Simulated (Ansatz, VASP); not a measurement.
## BaTiO3: VASP beside Ansatz

Contents of INCAR:

```
ALGO = Normal ; EDIFF = 1E-7
ENCUT = 520 ; GGA = PE
ISIF = 2 ; ISMEAR = 0
LASPH = True ; LCHARG = True
LDAU = True ; LDAUJ = 0 0 0
LDAUL = -1 2 -1 ; LDAUPRINT = 1
LDAUTYPE = 2 ; LDAUU = 0 4 0
LELF = True ; LMAXMIX = 4
LREAL = False ; LVHAR = True
LWAVE = False ; NBANDS = 28
NELM = 150 ; PREC = Accurate
SIGMA = 0.05
```

KPOINTS

```
k-points
0
Gamma
  6 6 6
```

Contents of POSCAR:

```
BaTiO3
1.0
    4.0783633154      0.0000000000      0.0000000000
    0.0000000000      2.9235638979      2.8859183788
    0.0000000000     -2.9235638979      2.8859183788
Ba Ti O
1 1 3
Direct
    0.0000000000      0.0080771845      0.0080771845
    0.5000000000      0.5197092871      0.5197092871
    0.0000000000      0.4916268390      0.4916268390
    0.5000000000      0.4938075372      0.9829991522
    0.5000000000      0.9829991522      0.4938075372
```

Input for Ansatz:

```yaml
crystal:
  lattice:
    - [4.0783633154, 0.0, 0.0]
    - [0.0, 2.9235638979, 2.8859183788]
    - [0.0, -2.9235638979, 2.8859183788]
  atoms:
    - { symbol: Ba, position: [0.0, 0.0080771845, 0.0080771845] }
    - { symbol: Ti, position: [0.5, 0.5197092871, 0.5197092871] }
    - { symbol: O, position: [0.0, 0.491626839, 0.491626839] }
    - { symbol: O, position: [0.5, 0.4938075372, 0.9829991522] }
    - { symbol: O, position: [0.5, 0.9829991522, 0.4938075372] }
basis:
  ecutwfc: 420
kpoints:
  mp_grid: { grid: [6, 6, 6] }
hamiltonian:
  xc: pbe
  hubbard: { sites: [{ species: Ti, l: d, u_eff: 4.0 }] }
scf:
  occupations: { method: gaussian, width: 0.05 }
output:
  forces: true
  stress: true
  eigenvalues: true
```

Change from the starting cell: strain +0.0175 x Voigt [1, 1, 0, 0, 0, 0], atoms carried along.

Alike in both runs: task single point; functional PBE; k mesh 6 × 6 × 6; occupations gaussian, width 0.05 eV; no spin polarisation; Hubbard terms Ti d U = 4.0 eV.

|  | VASP | Ansatz |
| --- | --- | --- |
| version | VASP 6.6.1 | Ansatz 0.2.0 |
| potentials or method | VASP PAW PBE potentials, release 64 (Ba_sv, Ti_sv, O), cutoff 520 eV | scalar-relativistic, plane waves, PAW |
| valence electrons in the cell | 40 | 40 |

|  | VASP | Ansatz | Ansatz less VASP |
| --- | --- | --- | --- |
| gap on the k mesh at the Fermi level (eV) | 2.41 | 2.42 | +0.011 |
| least direct gap on the mesh (eV) | 2.87 | 2.87 | -0.003 |
| pressure (GPa) | -2.0 | -5.1 | -3.05 |
| traceless stress, the component that is largest in VASP (GPa) | 2.31 | 2.31 | +0.004 |
| rms of the force components (eV/Å) | 0.114 | 0.103 | -0.0107 |

The programs project onto different local orbitals, so the same U acts differently, and such runs can settle in different states. Atom by atom the forces differ by 0.211 eV/Å (rms over components).

Spin-orbit coupling is off throughout.
